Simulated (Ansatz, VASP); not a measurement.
ZnS in VASP and in Ansatz

```
CELL_PARAMETERS angstrom
3.68471 -3.86873 0.00000
3.68471 3.86873 0.00000
0.00000 0.00000 4.17422
ATOMIC_POSITIONS crystal
Zn 0.50000 0.50000 0.50000
S 0.50000 0.50000 0.00000
```

Alike in both runs: task relaxation of cell and atoms; functional PBE; k mesh 6 × 6 × 8; occupations gaussian, width 0.02 eV; no spin polarisation.

|  | VASP | Ansatz |
| --- | --- | --- |
| version | VASP 6.6.1 | Ansatz 0.2.0 |
| potentials or method | VASP PAW PBE potentials, release 64 (Zn, S), cutoff 600 eV | scalar-relativistic, plane waves, PAW |
| valence electrons in the cell | 18 | 18 |

```tsv
	VASP	Ansatz	Ansatz less VASP
gap on the k mesh at the Fermi level, each at its own relaxed structure (eV)	1.31	1.32	+0.004
relaxed volume (Å³/atom)	59.60	59.50	-0.096
relaxed cell length with the largest relative difference (Å)	4.179	4.174	-0.0052
```

Ansatz's warnings: xc potential rough in thin density.
